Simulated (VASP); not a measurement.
**Pt: single point with PBEsol**

Pt:

```
Pt
1.0
     0.00000    1.86654    1.86654
     1.86654    0.00000    1.86654
     1.86654    1.86654    0.00000
Pt
1
Direct
  0.00000 0.00000 0.00000
```

```yaml
Program: VASP 6.6.1
Task: single point
Functional: PBEsol
Potentials_or_basis: VASP PAW PBE potentials, release 64 (Pt)
Cutoff: 520 eV
k_mesh: 22 × 22 × 22
Occupations: gaussian, width 0.15 eV
Spin: collinear spin
Starting_moments: "[0.25] μB"
Fixed_moment: 0.25 μB
```

| Item | Value |
| --- | --- |
| Pressure | 61.7 GPa |
| Net moment | 0.25 μB per cell |
| Site moments | Pt +0.24 μB |
| Valence electrons inside the program's atomic spheres | Pt 9.76 |

Run time: 56 s on 1 thread of Intel(R) Xeon(R) 6975P-C (Granite Rapids), on a shared host, peak memory 0.21 GiB.

Caveat: the cell stands under pressure; the PAW data sets were made with another functional, which shifts forces and pressure a little; the total moment is fixed, so each spin has its own Fermi level and the state may be an excited one.
